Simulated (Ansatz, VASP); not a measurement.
**One calculation of SrCl2, two programs**

Contents of INCAR:

```
ALGO = Normal
EDIFF = 1E-8
ENCUT = 520
ISIF = 2
ISMEAR = -1
LASPH = T
LCHARG = F
LEFG = T
LREAL = F
LWAVE = F
NBANDS = 19
NELM = 80
PREC = Accurate
SIGMA = 0.01
```

KPOINTS

```
k-points
0
Gamma
  8 8 8
```

The input POSCAR:

```
SrCl2
1.0
    0.0000000000      3.4738427223      3.4738427223
    3.4738427223      0.0000000000      3.4738427223
    3.4738427223      3.4738427223      0.0000000000
Sr Cl
1 2
Direct
    0.0000000000      0.0000000000      0.0000000000
    0.2500000000      0.2500000000      0.2500000000
    0.7500000000      0.7500000000      0.7500000000
```

Input for Ansatz:

```yaml
crystal:
  lattice:
    - [0.0, 3.4738427223, 3.4738427223]
    - [3.4738427223, 0.0, 3.4738427223]
    - [3.4738427223, 3.4738427223, 0.0]
  atoms:
    - { symbol: Sr, position: [0.0, 0.0, 0.0] }
    - { symbol: Cl, position: [0.25, 0.25, 0.25] }
    - { symbol: Cl, position: [0.75, 0.75, 0.75] }
kpoints:
  mp_grid: { grid: [8, 8, 8] }
scf:
  occupations: { method: fermi_dirac, width: 0.01 }
hamiltonian:
  xc: lda
  pseudopotentials: { kind: all_electron, datasets: crystal }
output:
  forces: true
  stress: true
  eigenvalues: true
  efg: { contact_densities: true }
```

Change from the starting cell: volume scaled by 0.99, crystal datasets.

Alike in both runs: task electric field gradients; functional LDA; k mesh 8 × 8 × 8; occupations fermi-dirac, width 0.01 eV; no spin polarisation.

|  | VASP | Ansatz |
| --- | --- | --- |
| version | VASP 6.6.1 | Ansatz 0.2.0 |
| potentials or method | VASP PAW LDA potentials, release 64 (Sr_sv, Cl), cutoff 520 eV | all-electron PAW with datasets made for the crystal, scalar-relativistic |

|  | VASP | Ansatz | Ansatz less VASP |
| --- | --- | --- | --- |
| gap on the k mesh at the Fermi level (eV) | 4.93 | 4.93 | -0.004 |
| pressure (GPa) | -2.3 | -2.4 | -0.12 |

LDA's correlation is that of Perdew and Zunger in VASP and of Perdew and Wang (1992) in Ansatz. Ansatz ran all-electron here, and VASP with PAW potentials.
